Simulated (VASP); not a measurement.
Input of a VASP 6.6.1 run:

The input INCAR:

```
SYSTEM = O
ALGO = Normal ; EDIFF = 1E-6
ENCUT = 600 ; GGA = PS
GGA_COMPAT = .False. ; ISIF = 2
ISMEAR = 0 ; LASPH = .True.
LCHARG = .False. ; LREAL = .False.
LWAVE = .False. ; NBANDS = 9
NELM = 120 ; PREC = Accurate
SIGMA = 0.1
```

KPOINTS

```
k-points
0
Gamma
  4 4 4
  0 0 0
```

The input POSCAR:

```
O
1.0
    4.5331300000      0.0000000000      0.0000000000
    0.0000000000      4.5331300000      0.0000000000
    0.0000000000      0.0000000000      4.5331300000
O
1
Direct
    0.5000000000      0.5000000000      0.5000000000
```

Potentials or basis: VASP PAW PBE potentials, release 64 (O).

The run is started by

```sh
$ cat potpaw_PBE.64/O/POTCAR > POTCAR
$ mpirun -np 1 vasp_std > vasp.out
```

Question: Predict the pressure.

Answer: -0.2 GPa.

Question: Predict the band gap on the k mesh.

Answer: Zero (band 3 reaches -8.16 eV, above the bottom of band 4 at -8.24 eV).

Caveat: the PAW data sets were made with another functional, which shifts forces and pressure a little.
